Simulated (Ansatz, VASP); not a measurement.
# One calculation of AgSn2, two programs

```
Ag Sn
1.0
     1.68265   -6.92103    0.00000
     1.68265    6.92103    0.00000
     0.00000    0.00000    3.18159
Ag Sn
1 2
Direct
  0.00000 0.00000 0.00000
  0.35387 0.64613 0.50000
  0.64613 0.35387 0.50000
```

Change from the starting cell: the structure that the rattled AlB2 type (P6/mmm, No. 191) fell into.

Alike in both runs: functional PBE; k mesh 12 × 12 × 16; occupations gaussian, width 0.1 eV; no spin polarisation.

Ansatz relaxed the structure, and its values are those at the end. VASP's run is a single point on that final structure, the one shown.

```csv
,VASP,Ansatz
version,VASP 6.6.1,Ansatz 0.2.0
potentials or method,"VASP PAW PBE potentials, release 64 (Ag, Sn_d), cutoff 520 eV","scalar-relativistic, plane waves, PAW"
valence electrons in the cell,39,47
```

```csv
,VASP,Ansatz,Ansatz less VASP
gap on the k mesh at the Fermi level (eV),none,none,-
pressure (GPa),-0.1,0.0,+0.09
rms of the force components (eV/Å),0.004,0.000,-0.0041
```

A gap of «none» marks a metal or a gap that the smearing closes. VASP's potentials hold 39 valence electrons a cell and Ansatz's 47, so a difference there can come from the potentials and not from the codes.
